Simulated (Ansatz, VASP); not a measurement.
**Two plane-wave programs on TaN**

Contents of POSCAR:

```
TaN
1.0
    0.0000000000      2.1879310193      2.1879310193
    2.1879310193      0.0000000000      2.1879310193
    2.1879310193      2.1879310193      0.0000000000
Ta N
1 1
Direct
    0.5000000000      0.5000000000      0.5000000000
    0.0000000000      0.0000000000      0.0000000000
```

Contents of INCAR.step1:

```
SYSTEM = TaN
ALGO = Normal
EDIFF = 1E-5
ENCUT = 660
GGA = PE
GGA_COMPAT = .False.
ISMEAR = 0
LASPH = .True.
LCHARG = .False.
LREAL = .False.
LWAVE = .True.
NBANDS = 15
NELM = 120
PREC = Accurate
SIGMA = 0.1
```

Contents of INCAR.step2:

```
SYSTEM = TaN
ALGO = Normal
EDIFF = 1E-6
ENCUT = 660
GGA_COMPAT = .False.
ISIF = 2
ISMEAR = 0
ISTART = 1
LASPH = .True.
LCHARG = .False.
LMIXTAU = .True.
LREAL = .False.
LWAVE = .False.
METAGGA = R2SCAN
NBANDS = 15
NELM = 120
PREC = Accurate
SIGMA = 0.1
```

The input KPOINTS:

```
k-points
0
Gamma
  16 16 16
  0 0 0
```

Input for Ansatz:

```yaml
crystal:
  lattice:
    - [0.0, 2.1879310193, 2.1879310193]
    - [2.1879310193, 0.0, 2.1879310193]
    - [2.1879310193, 2.1879310193, 0.0]
  atoms:
    - { symbol: Ta, position: [0.5, 0.5, 0.5] }
    - { symbol: "N", position: [0.0, 0.0, 0.0] }
basis:
  ecutwfc: 500
kpoints:
  mp_grid: { grid: [16, 16, 16] }
hamiltonian:
  xc: r2scan
scf:
  occupations: { method: gaussian, width: 0.1 }
output:
  forces: true
  stress: true
  eigenvalues: true
```

Alike in both runs: task single point; functional r2SCAN; k mesh 16 × 16 × 16; occupations gaussian, width 0.1 eV; no spin polarisation.

|  | VASP | Ansatz |
| --- | --- | --- |
| version | VASP 6.6.1 | Ansatz 0.2.0 |
| potentials or method | VASP PAW PBE potentials, release 64 (Ta_pv, N), cutoff 660 eV | scalar-relativistic, plane waves, PAW |
| valence electrons in the cell | 16 | 18 |

Ansatz gave:

- gap on the k mesh at the Fermi level (eV): none
- pressure (GPa): 5.1

Estimate VASP's values.

gap on the k mesh at the Fermi level (eV): none; pressure (GPa): 7.2.

VASP's potentials were made for PBE, not for r2SCAN. A gap of «none» marks a metal or a gap that the smearing closes. With one functional, cell and mesh, what is left measures potentials, basis and numerics. VASP's potentials hold 16 valence electrons a cell and Ansatz's 18, so a difference there can come from the potentials and not from the codes.

Spin-orbit coupling is off throughout.
